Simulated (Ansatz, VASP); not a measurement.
## Two plane-wave programs on SnO2

POSCAR

```
SnO2
1.0
    0.0000000000      2.5968036445      2.5968036445
    2.5968036445      0.0000000000      2.5968036445
    2.5968036445      2.5968036445      0.0000000000
Sn O
1 2
Direct
    0.0000000000      0.0000000000      0.0000000000
    0.2500000000      0.2500000000      0.2500000000
    0.7500000000      0.7500000000      0.7500000000
```

INCAR.step1

```
PREC = Accurate ; ENCUT = 520
ISMEAR = -1 ; SIGMA = 0.02
LREAL = False ; LASPH = True
NELM = 60 ; NBANDS = 20
GGA = PE ; ALGO = Normal
EDIFF = 1E-4 ; LWAVE = True
LCHARG = False
```

The input INCAR.step2:

```
PREC = Accurate ; ENCUT = 520
EDIFF = 1E-6 ; ISMEAR = -1
SIGMA = 0.02 ; LREAL = False
LASPH = True ; NELM = 60
ALGO = Normal ; ISIF = 2
LWAVE = False ; LCHARG = False
METAGGA = R2SCAN ; LMIXTAU = True
NBANDS = 20 ; ISTART = 1
```

Contents of KPOINTS:

```
regular mesh
0
Gamma
  8 8 8
```

Input for Ansatz:

```yaml
crystal:
  lattice:
    - [0.0, 2.5968036445, 2.5968036445]
    - [2.5968036445, 0.0, 2.5968036445]
    - [2.5968036445, 2.5968036445, 0.0]
  atoms:
    - { symbol: Sn, position: [0.0, 0.0, 0.0] }
    - { symbol: O, position: [0.25, 0.25, 0.25] }
    - { symbol: O, position: [0.75, 0.75, 0.75] }
kpoints:
  mp_grid: { grid: [8, 8, 8] }
  band_path:
    path:
      - [0.0, 0.0, 0.0]
      - [0.5, 0.0, 0.5]
      - [0.625, 0.25, 0.625]
      - [0.375, 0.375, 0.75]
      - [0.5, 0.5, 0.5]
      - [0.5, 0.25, 0.75]
    npoints: 1
hamiltonian:
  xc: r2scan
scf:
  occupations: { method: fermi_dirac, width: 0.02 }
  n_extra_bands: 4
output:
  forces: true
  stress: true
  eigenvalues: true
```

Change from the starting cell: hydrostatic strain +2.5%.

Alike in both runs: task single point; functional r2SCAN; k mesh 8 × 8 × 8; occupations fermi-dirac, width 0.02 eV; no spin polarisation.

|  | VASP | Ansatz |
| --- | --- | --- |
| version | VASP 6.6.1 | Ansatz 0.2.0 |
| potentials or method | VASP PAW PBE potentials, release 64 (Sn_d, O) | plane waves, PAW |
| plane-wave cutoff (eV) | 520 | 500 |
| valence electrons in the cell | 26 | 26 |

Ansatz gave:

| Item | Value |
| --- | --- |
| pressure (GPa) | -14.1 |

Question: What did VASP give for the same quantities?

Answer: Pressure (GPa): -13.1.

VASP's potentials were made for PBE, not for r2SCAN.
